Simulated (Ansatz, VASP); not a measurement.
Two plane-wave programs on ZrTi3C4

```
Zr Ti C
1.0
    -2.40271    2.40271    4.80541
     2.40271   -2.40271    4.80541
     2.40271    2.40271   -4.80541
Zr Ti C
1 3 4
Direct
  0.50000 0.50000 0.00000
  0.00000 0.00000 0.00000
  0.75000 0.25000 0.50000
  0.25000 0.75000 0.50000
  0.25000 0.25000 0.00000
  0.00000 0.50000 0.50000
  0.75000 0.75000 0.00000
  0.50000 0.00000 0.50000
```

Alike in both runs: task single point; functional PBE; k mesh 6 × 6 × 6; occupations gaussian, width 0.1 eV; no spin polarisation.

|  | VASP | Ansatz |
| --- | --- | --- |
| version | VASP 6.6.1 | Ansatz 0.2.0 |
| potentials or method | VASP PAW PBE potentials, release 64 (Zr_sv, Ti_sv, C), cutoff 520 eV | scalar-relativistic, plane waves, PAW |
| valence electrons in the cell | 64 | 64 |

|  | VASP | Ansatz | Ansatz less VASP |
| --- | --- | --- | --- |
| gap on the k mesh at the Fermi level (eV) | none | none | - |
| rms of the force components (eV/Å) | 0.123 | 0.123 | +0.0001 |

Atom by atom the forces differ by 0.000 eV/Å (rms over components). A gap of «none» marks a metal or a gap that the smearing closes.
